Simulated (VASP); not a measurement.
A run of VASP 6.6.1 is set up as follows.

Contents of POSCAR:

```
TiCo2
1.0
    0.0000000000      3.3387504648      3.3387504648
    3.3387504648      0.0000000000      3.3387504648
    3.3387504648      3.3387504648      0.0000000000
Ti Co
2 4
Direct
    0.5000000000      0.5000000000      0.5000000000
    0.7500000000      0.7500000000      0.7500000000
    0.1250000000      0.1250000000      0.1250000000
    0.6250000000      0.1250000000      0.1250000000
    0.1250000000      0.1250000000      0.6250000000
    0.1250000000      0.6250000000      0.1250000000
```

INCAR.step1

```
SYSTEM = TiCo2
ALGO = Normal
EDIFF = 1E-4
ENCUT = 520
GGA = PE
ISMEAR = 0
ISPIN = 2
LASPH = .True.
LCHARG = .False.
LMAXMIX = 4
LREAL = .False.
LWAVE = .True.
MAGMOM = -0.73 -0.73 1.71 1.71 1.71 1.71
NBANDS = 43
NELM = 150
PREC = Accurate
SIGMA = 0.1
```

INCAR.step2

```
SYSTEM = TiCo2
ALGO = Normal
EDIFF = 1E-6
ENCUT = 520
ISIF = 2
ISMEAR = 0
ISPIN = 2
ISTART = 1
LASPH = .True.
LCHARG = .False.
LMAXMIX = 4
LMIXTAU = .True.
LORBIT = 11
LREAL = .False.
LWAVE = .False.
MAGMOM = -0.73 -0.73 1.71 1.71 1.71 1.71
METAGGA = R2SCAN
NBANDS = 43
NELM = 150
PREC = Accurate
SIGMA = 0.1
```

KPOINTS

```
k-points
0
Gamma
  4 4 4
  0 0 0
```

Potentials or basis: VASP PAW PBE potentials, release 64 (Ti_sv, Co).

Command:

```bash
$ cat potpaw_PBE.64/Ti_sv/POTCAR potpaw_PBE.64/Co/POTCAR > POTCAR
$ cp INCAR.step1 INCAR
$ mpirun -np 1 vasp_std > vasp.out
$ cp INCAR.step2 INCAR
$ mpirun -np 1 vasp_std > vasp.out
```

Q: Predict the net moment.

A: 3.77 μB per cell.

Q: Estimate the pressure.

A: 0.0 GPa.

Q: What does it give for the site moments?

A: Ti -0.61; Co +1.39 μB.

Caveat: the k points lie up to 0.41 Å⁻¹ apart; the PAW data sets were made with another functional, which shifts forces and pressure a little.
